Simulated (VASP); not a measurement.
Write the native input for VASP 6.6.1 that does the following.

```
Task                   : relaxation of cell and atoms
Functional             : PBE
Potentials or basis    : VASP PAW PBE potentials, release 64 (Al, N)
Cutoff                 : 600 eV
k mesh                 : 10 × 10 × 10
Occupations            : gaussian, width 0.1 eV
Spin                   : no spin polarisation
Dipole correction      : no
Further INCAR settings : ALGO = Normal; EDIFF = 1e-07; IBRION = 2; EDIFFG = -0.01; NSW = 100; ISIF = 3
```

The structure of Al5N lies in POSCAR:

```
Al5N
1.0
    0.0000000000      3.6475967566      3.6475967566
    3.6475967566      0.0000000000      3.6475967566
    3.6475967566      3.6475967566      0.0000000000
Al N
5 1
Direct
    0.1245697472      0.1245697472      0.6262907585
    0.1245697472      0.6262907585      0.1245697472
    0.7500000000      0.7500000000      0.7500000000
    0.1245697472      0.1245697472      0.1245697472
    0.6262907585      0.1245697472      0.1245697472
    0.5000000000      0.5000000000      0.5000000000
```

The cell was generated, and may not be a known phase.

These files were run (other wordings do the same):

INCAR

```
SYSTEM = Al5N
ALGO = Normal ; EDIFF = 1E-7
EDIFFG = -0.01 ; ENCUT = 600
GGA = PE ; IBRION = 2
ISIF = 3 ; ISMEAR = 0
LASPH = .TRUE. ; LCHARG = .FALSE.
LREAL = .FALSE. ; LWAVE = .FALSE.
NELM = 60 ; NSW = 100
PREC = Accurate ; SIGMA = 0.1
```

KPOINTS

```
k-points
0
G
  10 10 10
  0 0 0
```

Potentials or basis: VASP PAW PBE potentials, release 64 (Al, N).

The run is started by

```bash
$ cat potpaw_PBE.64/Al/POTCAR potpaw_PBE.64/N/POTCAR > POTCAR
$ mpirun -np 1 vasp_std > vasp.out
```

It gave:

```yaml
Relaxed_volume: 16.34 Å³/atom
Relaxed_cell: a = 5.176 Å, b = 5.176 Å, c = 5.176 Å, α = 60.00°, β = 60.00°, γ = 60.00°
Space_group_after_relaxing_to_0.1_Å: F-43m (No. 216)
Energy_gained_by_relaxing: 0.5 meV/atom
Ionic_steps: 4
Pressure_after_relaxing: 0.0 GPa
Largest_force_after_relaxing: 0.007 eV/Å
Band_gap_on_the_k_mesh: zero (bands 10 and 11 overlap by 1.92 eV)
```

Run time: 3.3 min on 1 thread of Intel(R) Xeon(R) Platinum 8259CL CPU @ 2.50GHz (Skylake/Cascade Lake) (shared host), peak memory 0.3 GiB.
